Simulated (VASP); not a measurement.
# Mg3Te2O (P4mm) in VASP: single point with PBE

Aim: the single point of Mg3Te2O with PBE.

Program: VASP 6.6.1. These are calculated values, not measurements. Logs are shortened: lines on timing, memory, paths and dates and some standing lists are left out, and cuts for length are marked.

### Step 1. The cell of the first run

It takes space group P4mm (No. 99, tetragonal). The conventional cell has a = 4.761 Å, b = 4.761 Å, c = 7.432 Å, α = 90.00°, β = 90.00°, γ = 90.00°. Mg (site symmetry 2mm) has 4 Te at 2.79 to 2.86 Å and 6 Mg at 3.37 to 3.69 Å within 3.7 Å. Mg (site symmetry 4mm) has 5 Te at 3.02 to 3.64 Å and 4 O at 3.41 Å and 4 Mg at 3.69 Å within 4.0 Å. Te (site symmetry 4mm) has 1 O at 1.92 Å within 2.5 Å. Within 3.8 Å of Te (site symmetry 4mm) lie 5 Mg at 2.86 to 3.02 Å. Within 2.5 Å of O (site symmetry 4mm) lie 1 Te at 1.92 Å.

### Step 2. Single point, PBE

Input file INCAR:

```
  ALGO = Normal
  EDIFF = 1E-6
  ENCUT = 600
  GGA = PE
  GGA_COMPAT = False
  ISIF = 2
  ISMEAR = 0
  LASPH = True
  LCHARG = True
  LELF = True
  LREAL = False
  LVHAR = True
  LWAVE = False
  NBANDS = 21
  NELM = 120
  PREC = Accurate
  SIGMA = 0.15
```

Input file KPOINTS:

```
k-points
0
Gamma
  3 3 2
```

Input file POSCAR:

```
Mg3Te2O
1.0
    4.7609738852      0.0000000000      0.0000000000
    0.0000000000      4.7609738852      0.0000000000
    0.0000000000      0.0000000000      7.4322714638
Mg Te O
3 2 1
Direct
    0.5000000000      0.0000000000      0.1796397188
    0.0000000000      0.5000000000      0.1796397188
    0.0000000000      0.0000000000      0.7996735027
    0.5000000000      0.5000000000     -0.0157408689
    0.0000000000      0.0000000000      0.3935159000
    0.5000000000      0.5000000000      0.7258156288
```

Potentials or basis: VASP PAW PBE potentials, release 64 (Mg, Te, O).

The run is started by

```
cat potpaw_PBE.64/Mg/POTCAR potpaw_PBE.64/Te/POTCAR potpaw_PBE.64/O/POTCAR > POTCAR
mpirun -np 1 vasp_std > vasp.out
```

OUTCAR:

```text
EDIFF = 1E-6
   ENCUT = 600
   GGA = PE
   ISIF = 2
   ISMEAR = 0
   LASPH = True
   LREAL = False
   NELM = 120
   PREC = Accurate

 ion  position               nearest neighbor table
   1  0.500  0.000  0.180-   4 2.79   4 2.79   5 2.86   5 2.86   2 3.37   2 3.37   2 3.37   2 3.37

   2  0.000  0.500  0.180-   4 2.79   4 2.79   5 2.86   5 2.86   1 3.37   1 3.37   1 3.37   1 3.37

   3  0.000  0.000  0.800-   5 3.02   4 3.64   4 3.64   4 3.64   4 3.64
   4  0.500  0.500  0.984-   6 1.92   2 2.79   1 2.79   1 2.79   2 2.79   3 3.64   3 3.64   3 3.64
                             3 3.64
   5  0.000  0.000  0.394-   1 2.86   2 2.86   2 2.86   1 2.86   3 3.02
   6  0.500  0.500  0.726-   4 1.92

  LATTYP: Found a simple tetragonal cell.
 ALAT       =     4.7609738852
 C/A-ratio  =     1.5610821742

  Lattice vectors:

 A1 = (   4.7609738852,   0.0000000000,   0.0000000000)
 A2 = (   0.0000000000,   4.7609738852,   0.0000000000)
 A3 = (   0.0000000000,   0.0000000000,   7.4322714638)

Analysis of symmetry for initial positions (statically):
=====================================================================
 Subroutine PRICEL returns:
 Original cell was already a primitive cell.

 Routine SETGRP: Setting up the symmetry group for a
 simple tetragonal supercell.

 Subroutine GETGRP returns: Found  8 space group operations
 (whereof  8 operations were pure point group operations)
 out of a pool of 16 trial point group operations.

The static configuration has the point symmetry C_4v.

Analysis of symmetry for dynamics (positions and initial velocities):
=====================================================================
 Subroutine PRICEL returns:
 Original cell was already a primitive cell.

 Routine SETGRP: Setting up the symmetry group for a
 simple tetragonal supercell.

 Subroutine GETGRP returns: Found  8 space group operations
 (whereof  8 operations were pure point group operations)
 out of a pool of 16 trial point group operations.

The dynamic configuration has the point symmetry C_4v.

 Subroutine INISYM returns: Found  8 space group operations
 (whereof  8 operations are pure point group operations),
 and found     1 'primitive' translations

----------------------------------------------------------------------------------------

[... 81 lines left out ...]
   EDIFF  = 0.1E-05   stopping-criterion for ELM
   LREAL  =      F    real-space projection
   EDIFFG = 0.1E-04   stopping-criterion for IOM
   NSW    =      0    number of steps for IOM
   IBRION =     -1    ionic relax: 0-MD 1-quasi-New 2-CG
   NFREE  =      0    steps in history (QN), initial steepest desc. (CG)
   ISIF   =      2    stress and relaxation
   ISYM   =      2    0-nonsym 1-usesym 2-fastsym
   POTIM  = 0.5000    time-step for ionic-motion
   TEBEG  =    0.0;   TEEND  =   0.0 temperature during run
   PSTRESS=    0.0 pullay stress
   NELECT =      24.0000    total number of electrons
   NUPDOWN=      -1.0000    fix difference up-down
   EMIN   =  10.00;   EMAX   =-10.00  energy-range for DOS
   EFERMI =   0.00;   METHOD = LEGACY
   ISMEAR =     0;   SIGMA  =   0.15  broadening in eV -4-tet -1-fermi 0-gaus
   EFERMI_NEDOS =   21; number of points for ismear=-14 and -15
   IALGO  =     38    algorithm
   IMIX   =      4    mixing-type and parameters
     AMIX     =   0.40;   BMIX     =  1.00
     AMIX_MAG =   1.60;   BMIX_MAG =  1.00
  volume/ion in A,a.u.               =      28.08       189.48
  Fermi-wavevector in a.u.,A,eV,Ry     =   0.855016  1.615746  9.946569  0.731052
  Thomas-Fermi vector in A             =   1.971701
   LORBIT       =      0    0 simple, 1 ext, 2 COOP (PROOUT), +10 PAW based schemes
   GGA     = PE    functional components
   LHFCALC =     F    Hartree Fock is set to
   AEXX    =    0.0000 exact exchange contribution
   IVDW    =     0    specifies the selected vdW correction
   LEPSILON=     F    determine dielectric tensor
   LRPA    =     F    only Hartree local field effects (RPA)
 non-spin polarized calculation
 Gauss-broadening in eV      SIGMA  =   0.15
  energy-cutoff  :      600.00
  volume of cell :      168.47
 maximum number of plane-waves:      5694
 NGX is ok and might be reduce to    40
   NGX = 19   NGY = 19   NGZ = 29

 number of electron      24.0000002 magnetization

 Free energy of the ion-electron system (eV)
  ---------------------------------------------------
  ext. energy  EPLUGINS =         0.00000000
  ---------------------------------------------------
  free energy    TOTEN  =       -17.71370621 eV

  energy without entropy =      -17.69070740  energy(sigma->0) =      -17.70220681

 E-fermi :   3.4518     XC(G=0):  -8.0274

 val. band max:        3.3436121158   @ k =   0.3333   0.3333   0.5000
 cond. band min:       3.5634713876   @ k =   0.3333   0.3333   0.5000
 fundamental gap:      0.2198592718
 Fermi energy:         3.4517787516

 k-point     1 :       0.0000    0.0000    0.0000
  band No.  band energies     occupation
      1     -14.8200      2.00000
      2      -8.7650      2.00000
      3      -8.1470      2.00000
      4      -1.9144      2.00000
      5      -0.9534      2.00000
      6      -0.9534      2.00000
[... 133 lines left out ...]
     20       8.0769      0.00000
     21       8.7585      0.00000

------------------------ aborting loop because EDIFF is reached ----------------------------------------

  FORCE on cell =-STRESS in cart. coord.  units (eV):
  Direction    XX          YY          ZZ          XY          YZ          ZX
  --------------------------------------------------------------------------------------
  -------------------------------------------------------------------------------------
  Total        0.0133539      0.0133539     -0.1481360      0.0000000     -0.0000000      0.0000000
  in kB        0.1270006      0.1270006     -1.4088284      0.0000000     -0.0000000      0.0000000
  external PRESSURE =      -0.3849424 kB  Pullay stress =       0.0000000 kB

 VOLUME and BASIS-vectors are now :
 -----------------------------------------------------------------------------
  energy-cutoff  :      600.00
  volume of cell :      168.47
      direct lattice vectors                 reciprocal lattice vectors
     4.760973885  0.000000000  0.000000000     0.210041060  0.000000000  0.000000000
     0.000000000  4.760973885  0.000000000     0.000000000  0.210041060  0.000000000
     0.000000000  0.000000000  7.432271464     0.000000000  0.000000000  0.134548369

 POSITION                                       TOTAL-FORCE (eV/Angst)
 -----------------------------------------------------------------------------------
      2.38049      0.00000      1.33513        -0.000000     -0.000000     -0.007338
      0.00000      2.38049      1.33513        -0.000000     -0.000000     -0.007338
      0.00000      0.00000      5.94339        -0.000000     -0.000000     -0.015732
      2.38049      2.38049      7.31528        -0.000000     -0.000000      0.039528
      0.00000      0.00000      2.92472        -0.000000     -0.000000      0.036847
      2.38049      2.38049      5.39446         0.000000      0.000000     -0.045968
 -----------------------------------------------------------------------------------
    total drift:                                0.000000     -0.000000     -0.000192

  FREE ENERGIE OF THE ION-ELECTRON SYSTEM (eV)
  ---------------------------------------------------
  free  energy   TOTEN  =       -17.7137062138 eV

  energy  without entropy=      -17.6907074048  energy(sigma->0) =      -17.70220681
```

stdout:

```text
POSCAR found type information on POSCAR MgTeO
 POSCAR found :  3 types and       6 ions
 scaLAPACK will be used
 LDA part: xc-table for (Slater+PW92), standard interpolation
 POSCAR, INCAR and KPOINTS ok, starting setup
 FFT: planning ... GRIDC
 FFT: planning ... GRID_SOFT
 FFT: planning ... GRID
 WAVECAR not read
 entering main loop
```

Wall time 72 s (1 thread of AMD EPYC 7R13, shared host); peak memory 0.27 GiB.

Results:

| Quantity | Value |
| --- | --- |
| Free energy | -17.7137 eV |
| Pressure | 0.0 GPa |
| Largest force | 0.046 eV/Å |
| Band gap on the k mesh | 0.22 eV, direct |

Forces in eV/Å, atoms in the order of the input:
```
Mg   0.000  0.000 -0.007
Mg   0.000  0.000 -0.007
Mg   0.000  0.000 -0.016
Te   0.000  0.000  0.040
Te   0.000  0.000  0.037
O    0.000  0.000 -0.046
```

Levels at points of the mesh, in eV from the valence-band top:
| k point | band 10 | band 11 | band 12 | band 13 | band 14 | band 15 |
| --- | --- | --- | --- | --- | --- | --- |
| (0.00, 0.00, 0.00) | -2.03 | -1.52 | -1.52 | 0.43 | 0.47 | 2.27 |
| (0.00, 0.00, 0.50) | -1.57 | -1.29 | -1.29 | 0.34 | 0.50 | 1.29 |

Caveat: the k points lie up to 0.44 Å⁻¹ apart; spin-orbit coupling is left out, which moves the levels of the heavy elements. A k mesh can miss the band edges.
